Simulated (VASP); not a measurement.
# C (P6_3/mmc) in VASP: further runs, part 2 of 2

VASP 6.6.1.

**3. Band structure, PBE**

Contents of INCAR:

```
SYSTEM = C
PREC = Accurate
ENCUT = 520
EDIFF = 1E-6
ISMEAR = 0
SIGMA = 0.02
LREAL = .FALSE.
LASPH = .TRUE.
NELM = 80
ALGO = Normal
ISIF = 2
LWAVE = .FALSE.
LCHARG = .FALSE.
GGA = PE
KPAR = 2
```

Contents of KPOINTS:

```
regular mesh
0
G
  12 12 4
  0 0 0
```

Contents of POSCAR:

```
C
1.0
    2.5221000000      0.0000000000      0.0000000000
   -1.2610500000      2.1842026709      0.0000000000
    0.0000000000      0.0000000000     12.3557000000
C
12
Direct
    0.6666666667      0.3333333333      0.3541700000
    0.3333333333      0.6666666667      0.8541700000
    0.6666666667      0.3333333333      0.1458300000
    0.3333333333      0.6666666667      0.6458300000
    0.6666666667      0.3333333333      0.4791700000
    0.3333333333      0.6666666667      0.9791700000
    0.6666666667      0.3333333333      0.0208300000
    0.3333333333      0.6666666667      0.5208300000
    0.0000000000      0.0000000000      0.8125000000
    0.0000000000      0.0000000000      0.3125000000
    0.0000000000      0.0000000000      0.6875000000
    0.0000000000      0.0000000000      0.1875000000
```

Contents of KPOINTS_OPT:

```
path GMKGALHA,LM,KH
10
line-mode
reciprocal
 0.0000000000  0.0000000000  0.0000000000  G
 0.5000000000  0.0000000000  0.0000000000  M

 0.5000000000  0.0000000000  0.0000000000  M
 0.3333333333  0.3333333333  0.0000000000  K

 0.3333333333  0.3333333333  0.0000000000  K
 0.0000000000  0.0000000000  0.0000000000  G

 0.0000000000  0.0000000000  0.0000000000  G
 0.0000000000  0.0000000000  0.5000000000  A

 0.0000000000  0.0000000000  0.5000000000  A
 0.5000000000  0.0000000000  0.5000000000  L

 0.5000000000  0.0000000000  0.5000000000  L
 0.3333333333  0.3333333333  0.5000000000  H

 0.3333333333  0.3333333333  0.5000000000  H
 0.0000000000  0.0000000000  0.5000000000  A

 0.5000000000  0.0000000000  0.5000000000  L
 0.5000000000  0.0000000000  0.0000000000  M

 0.3333333333  0.3333333333  0.0000000000  K
 0.3333333333  0.3333333333  0.5000000000  H
```

Potentials or basis: VASP PAW PBE potentials, release 64 (C).

Command:

```console
$ cat potpaw_PBE.64/C/POTCAR > POTCAR
$ mpirun -np 2 vasp_std > vasp.out
```

OUTCAR:

```text
SYSTEM = C
   PREC = Accurate
   ENCUT = 520
   EDIFF = 1E-6
   ISMEAR = 0
   LREAL = .FALSE.
   LASPH = .TRUE.
   NELM = 80
   ISIF = 2
   GGA = PE

 ion  position               nearest neighbor table
   1  0.667  0.333  0.354-   5 1.54  10 1.54  10 1.54  10 1.54
   2  0.333  0.667  0.854-   6 1.54   9 1.54   9 1.54   9 1.54
   3  0.667  0.333  0.146-   7 1.54  12 1.54  12 1.54  12 1.54
   4  0.333  0.667  0.646-   8 1.54  11 1.54  11 1.54  11 1.54
   5  0.667  0.333  0.479-   8 1.54   8 1.54   8 1.54   1 1.54
   6  0.333  0.667  0.979-   7 1.54   7 1.54   7 1.54   2 1.54
   7  0.667  0.333  0.021-   6 1.54   6 1.54   6 1.54   3 1.54
   8  0.333  0.667  0.521-   5 1.54   5 1.54   5 1.54   4 1.54
   9  0.000  0.000  0.812-  11 1.54   2 1.54   2 1.54   2 1.54
  10  0.000  0.000  0.312-  12 1.54   1 1.54   1 1.54   1 1.54
  11  0.000  0.000  0.688-   9 1.54   4 1.54   4 1.54   4 1.54
  12  0.000  0.000  0.188-  10 1.54   3 1.54   3 1.54   3 1.54

  LATTYP: Found a hexagonal cell.
 ALAT       =     2.5221000000
[... 210 lines left out ...]
 Fermi energy:         9.9663974421

 k-point     1 :       0.0000    0.0000    0.0000
  band No.  band energies     occupation
      1     -11.7566      2.00000
      2     -11.0109      2.00000
      3     -10.9656      2.00000
      4      -8.7452      2.00000
      5      -8.7226      2.00000
      6      -5.9570      2.00000
[... 805 lines left out ...]
     30      17.3582      0.00000
     31      17.7029      0.00000

 [... further k-points ...]
[... 5 lines left out ...]
  --------------------------------------------------------------------------------------
  -------------------------------------------------------------------------------------
  Total        0.0085742      0.0085742      3.4830206      0.0000000      0.0000000      0.0000000
  in kB        0.2018289      0.2018289     81.9868185      0.0000000      0.0000000      0.0000000
  external PRESSURE =      27.4634921 kB  Pullay stress =       0.0000000 kB

 VOLUME and BASIS-vectors are now :
 -----------------------------------------------------------------------------
  energy-cutoff  :      520.00
  volume of cell :       68.06
      direct lattice vectors                 reciprocal lattice vectors
     2.522100000  0.000000000  0.000000000     0.396494984  0.228916486  0.000000000
    -1.261050000  2.184202671  0.000000000     0.000000000  0.457832972  0.000000000
     0.000000000  0.000000000 12.355700000     0.000000000  0.000000000  0.080934306

 POSITION                                       TOTAL-FORCE (eV/Angst)
 -----------------------------------------------------------------------------------
      1.26105      0.72807      4.37602         0.000000      0.000000      0.309740
     -0.00000      1.45614     10.55387         0.000000     -0.000000      0.309740
      1.26105      0.72807      1.80183        -0.000000      0.000000     -0.309740
     -0.00000      1.45614      7.97968         0.000000      0.000000     -0.309740
      1.26105      0.72807      5.92048         0.000000      0.000000     -0.026808
     -0.00000      1.45614     12.09833        -0.000000     -0.000000     -0.026808
      1.26105      0.72807      0.25737         0.000000      0.000000      0.026808
     -0.00000      1.45614      6.43522        -0.000000     -0.000000      0.026808
      0.00000      0.00000     10.03901        -0.000000      0.000000      0.331988
      0.00000      0.00000      3.86116        -0.000000     -0.000000      0.331988
      0.00000      0.00000      8.49454        -0.000000     -0.000000     -0.331988
      0.00000      0.00000      2.31669        -0.000000     -0.000000     -0.331988
 -----------------------------------------------------------------------------------
    total drift:                               -0.000000      0.000000      0.000000

  FREE ENERGIE OF THE ION-ELECTRON SYSTEM (eV)
  ---------------------------------------------------
  free  energy   TOTEN  =      -109.0221003289 eV

  energy  without entropy=     -109.0221003289  energy(sigma->0) =     -109.02210033
```

OSZICAR:

```text
N       E                     dE             d eps       ncg     rms          rms(c)
DAV:   1     0.150253493176E+03    0.15025E+03   -0.26046E+04  3534   0.152E+03
DAV:   2    -0.103678159580E+03   -0.25393E+03   -0.24089E+03  4686   0.280E+02
DAV:   3    -0.112710951876E+03   -0.90328E+01   -0.89701E+01  4364   0.524E+01
[... 20 lines left out ...]
       N       E                     dE             ncg
DAV:   1     0.363422665643E+05   -0.58775E+05     2046
DAV:   2     0.284888770320E+05   -0.78534E+04     2711
DAV:   3     0.282107365753E+05   -0.27814E+03     2516
DAV:   4     0.282067579360E+05   -0.39786E+01     2520
DAV:   5     0.282066901922E+05   -0.67744E-01     2508
DAV:   6     0.282066877573E+05   -0.24349E-02     2565
DAV:   7     0.282066877020E+05   -0.55371E-04     2196
DAV:   8     0.282066876995E+05   -0.24908E-05     1797
DAV:   9     0.282066876993E+05   -0.22682E-06     1716
```

stdout:

```text
POSCAR found type information on POSCAR C
 POSCAR found :  1 types and      12 ions
 scaLAPACK will be used
 LDA part: xc-table for (Slater+PW92), standard interpolation
 POSCAR, INCAR and KPOINTS ok, starting setup
 FFT: planning ... GRIDC
 FFT: planning ... GRID_SOFT
 FFT: planning ... GRID
 WAVECAR not read
 entering main loop
 Start KPOINTS_OPT (optional k-point list driver)
k-point batch [1-57\90]
k-point batch [58-90\90]
```

It took 2.2 min on 2 MPI ranks of Intel Xeon Platinum 8259CL at 2.50GHz (Skylake/Cascade Lake), shared host; peak memory 0.25 GiB.

What came out:

```
Free energy             : -109.0221 eV
Pressure                : 2.7 GPa
Largest force           : 0.332 eV/Å
Band gap on the k mesh  : 4.38 eV (least direct gap 5.30 eV)
Band gap along the path : 4.36 eV (least direct gap 5.30 eV)
```

Forces on the atoms (eV/Å):
```
C    0.000  0.000  0.310
C    0.000  0.000  0.310
C    0.000  0.000 -0.310
C    0.000  0.000 -0.310
C    0.000  0.000 -0.027
C    0.000  0.000 -0.027
C    0.000  0.000  0.027
C    0.000  0.000  0.027
C    0.000  0.000  0.332
C    0.000  0.000  0.332
C    0.000  0.000 -0.332
C    0.000  0.000 -0.332
```

Levels at the corners of the path, in eV from the valence-band top:
```tsv
point	band 20	band 21	band 22	band 23	band 24	band 25	band 26	band 27	band 28	band 29
Γ	-0.98	-0.98	-0.15	0.00	0.00	5.30	5.30	5.66	6.37	6.37
M	-4.31	-4.06	-4.06	-3.63	-2.89	4.52	5.10	5.26	5.62	6.84
M	-4.31	-4.06	-4.06	-3.63	-2.89	4.52	5.10	5.26	5.62	6.84
K	-6.25	-6.04	-4.79	-4.54	-4.54	5.60	5.60	6.26	8.71	9.63
K	-6.25	-6.04	-4.79	-4.54	-4.54	5.60	5.60	6.26	8.71	9.63
Γ	-0.98	-0.98	-0.15	0.00	0.00	5.30	5.30	5.66	6.37	6.38
Γ	-0.98	-0.98	-0.15	0.00	0.00	5.30	5.30	5.66	6.37	6.37
A	-1.33	-0.33	-0.33	-0.33	-0.33	5.69	5.69	5.69	5.69	6.27
A	-1.33	-0.33	-0.33	-0.33	-0.33	5.69	5.69	5.69	5.69	6.27
L	-4.97	-3.76	-3.76	-3.24	-3.24	4.69	4.69	5.89	5.89	6.00
L	-4.97	-3.76	-3.76	-3.24	-3.24	4.69	4.69	5.89	5.89	6.00
H	-5.80	-5.32	-5.32	-4.77	-4.77	5.83	5.83	7.11	7.11	8.27
H	-5.80	-5.32	-5.32	-4.77	-4.77	5.83	5.83	7.11	7.11	8.27
A	-1.33	-0.33	-0.33	-0.33	-0.33	5.69	5.69	5.69	5.69	6.27
L	-4.97	-3.76	-3.76	-3.24	-3.24	4.69	4.69	5.89	5.89	6.00
M	-4.31	-4.06	-4.06	-3.63	-2.89	4.52	5.10	5.26	5.62	6.84
K	-6.25	-6.04	-4.79	-4.54	-4.54	5.60	5.60	6.26	8.71	9.63
H	-5.80	-5.32	-5.32	-4.77	-4.77	5.83	5.83	7.11	7.11	8.27
```

A hybrid or GW would open this gap; PBE tends to underestimate it.

**4. Band structure, TB-mBJ**

POSCAR is that of step 3.

Contents of INCAR.step1:

```
SYSTEM = C
PREC = Accurate
ENCUT = 520
EDIFF = 1E-5
ISMEAR = 0
SIGMA = 0.02
LREAL = .FALSE.
LASPH = .TRUE.
NELM = 80
ALGO = Normal
ISIF = 2
LWAVE = .TRUE.
LCHARG = .FALSE.
GGA = PE
KPAR = 2
```

Contents of INCAR.step2:

```
SYSTEM = C
PREC = Accurate
ENCUT = 520
EDIFF = 1E-6
ISMEAR = 0
SIGMA = 0.02
LREAL = .FALSE.
LASPH = .TRUE.
NELM = 80
ALGO = Normal
ISIF = 2
LWAVE = .FALSE.
LCHARG = .FALSE.
METAGGA = MBJ
ISTART = 1
KPAR = 2
```

KPOINTS is that of step 3.

KPOINTS_OPT is that of step 3.

Command:

```console
$ cat potpaw_PBE.64/C/POTCAR > POTCAR
$ cp INCAR.step1 INCAR
$ mpirun -np 2 vasp_std > vasp.out
$ cp INCAR.step2 INCAR
$ mpirun -np 2 vasp_std > vasp.out
```

It took 4.7 min on 2 MPI ranks of Intel Xeon Platinum 8259CL at 2.50GHz (Skylake/Cascade Lake), shared host; peak memory 0.28 GiB.

The run converged. Its results:

```yaml
Band_gap_on_the_k_mesh: 5.18 eV (least direct gap 6.31 eV)
Band_gap_along_the_path: 5.16 eV (least direct gap 6.31 eV)
```

Levels at the corners of the path, in eV from the valence-band top:
| point | band 20 | band 21 | band 22 | band 23 | band 24 | band 25 | band 26 | band 27 | band 28 | band 29 |
| --- | --- | --- | --- | --- | --- | --- | --- | --- | --- | --- |
| Γ | -0.92 | -0.92 | -0.15 | 0.00 | 0.00 | 6.31 | 6.31 | 6.70 | 7.37 | 7.37 |
| M | -4.23 | -3.94 | -3.93 | -3.50 | -2.80 | 5.34 | 5.94 | 6.11 | 6.44 | 7.64 |
| M | -4.23 | -3.94 | -3.93 | -3.50 | -2.80 | 5.34 | 5.94 | 6.11 | 6.44 | 7.64 |
| K | -6.04 | -5.80 | -4.65 | -4.41 | -4.41 | 6.61 | 6.61 | 7.13 | 9.74 | 10.54 |
| K | -6.04 | -5.80 | -4.65 | -4.41 | -4.41 | 6.61 | 6.61 | 7.13 | 9.74 | 10.54 |
| Γ | -0.92 | -0.92 | -0.15 | 0.00 | 0.00 | 6.31 | 6.31 | 6.70 | 7.37 | 7.37 |
| Γ | -0.92 | -0.92 | -0.15 | 0.00 | 0.00 | 6.31 | 6.31 | 6.70 | 7.37 | 7.38 |
| A | -1.29 | -0.30 | -0.30 | -0.30 | -0.30 | 6.70 | 6.70 | 6.70 | 6.70 | 7.24 |
| A | -1.29 | -0.30 | -0.30 | -0.30 | -0.30 | 6.70 | 6.70 | 6.70 | 6.70 | 7.24 |
| L | -4.83 | -3.66 | -3.66 | -3.14 | -3.14 | 5.52 | 5.52 | 6.70 | 6.70 | 6.88 |
| L | -4.83 | -3.66 | -3.66 | -3.14 | -3.14 | 5.52 | 5.52 | 6.70 | 6.70 | 6.88 |
| H | -5.63 | -5.14 | -5.14 | -4.62 | -4.62 | 6.89 | 6.89 | 8.01 | 8.01 | 9.06 |
| H | -5.63 | -5.14 | -5.14 | -4.62 | -4.62 | 6.89 | 6.89 | 8.01 | 8.01 | 9.06 |
| A | -1.29 | -0.30 | -0.30 | -0.30 | -0.30 | 6.70 | 6.70 | 6.70 | 6.70 | 7.24 |
| L | -4.83 | -3.66 | -3.66 | -3.14 | -3.14 | 5.52 | 5.52 | 6.70 | 6.70 | 6.88 |
| M | -4.23 | -3.94 | -3.93 | -3.50 | -2.80 | 5.34 | 5.94 | 6.11 | 6.44 | 7.64 |
| K | -6.04 | -5.80 | -4.65 | -4.41 | -4.41 | 6.61 | 6.61 | 7.13 | 9.74 | 10.54 |
| H | -5.63 | -5.14 | -5.14 | -4.62 | -4.62 | 6.89 | 6.89 | 8.01 | 8.01 | 9.06 |

**5. The runs side by side**

| level | potentials or basis | gap on the mesh (eV) | pressure (GPa) | largest force (eV/Å) |
| --- | --- | --- | --- | --- |
| LDA | VASP PAW LDA potentials, release 64 (C) | 4.35 | -11.3 | 0.34 |
| PBE | VASP PAW PBE potentials, release 64 (C) | 4.38 | 2.7 | 0.33 |
| TB-mBJ | VASP PAW PBE potentials, release 64 (C) | 5.18 | - | - |

Alike in all rows: task band structure; no spin polarisation; cell as given; k mesh 12 × 12 × 4; cutoff (eV) 520; smearing gaussian 0.02 eV.

Caveats: the cell stands under tension (at least some runs).

Absolute energies hang on the potentials; compare differences alone.
